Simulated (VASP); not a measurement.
## Sr: single point with PBE

The system is Sr.

```
Sr
1.0
    -2.28513    2.28513    2.28513
     2.28513   -2.28513    2.28513
     2.28513    2.28513   -2.28513
Sr
1
Direct
  0.00000 0.00000 0.00000
```

This cell differs from its parent crystal: volume scaled by 0.88.

```json
{"Program": "VASP 6.6.1", "Task": "single point", "Functional": "PBE", "Potentials or basis": "VASP PAW PBE potentials, release 64 (Sr_sv)", "Cutoff": "520 eV", "k mesh": "15 × 15 × 15", "Occupations": "fermi-dirac, width 0.1 eV", "Spin": "no spin polarisation"}
```

The pressure is 1.8 GPa and the band gap on the k mesh is zero (band 5 reaches 2.47 eV, above the bottom of band 6 at 1.78 eV).

Levels at points of the mesh, in eV from the Fermi level:
| k point | band 1 | band 2 | band 3 | band 4 | band 5 | band 6 | band 7 | band 8 | band 9 | band 10 |
| --- | --- | --- | --- | --- | --- | --- | --- | --- | --- | --- |
| (0.00, 0.00, 0.00) | -36.30 | -18.15 | -18.15 | -18.15 | -3.80 | 2.59 | 2.59 | 2.59 | 4.08 | 4.08 |

Run time: 28 s on 1 thread of Intel(R) Xeon(R) Platinum 8559C (Emerald Rapids), on a shared host, peak memory 0.21 GiB.
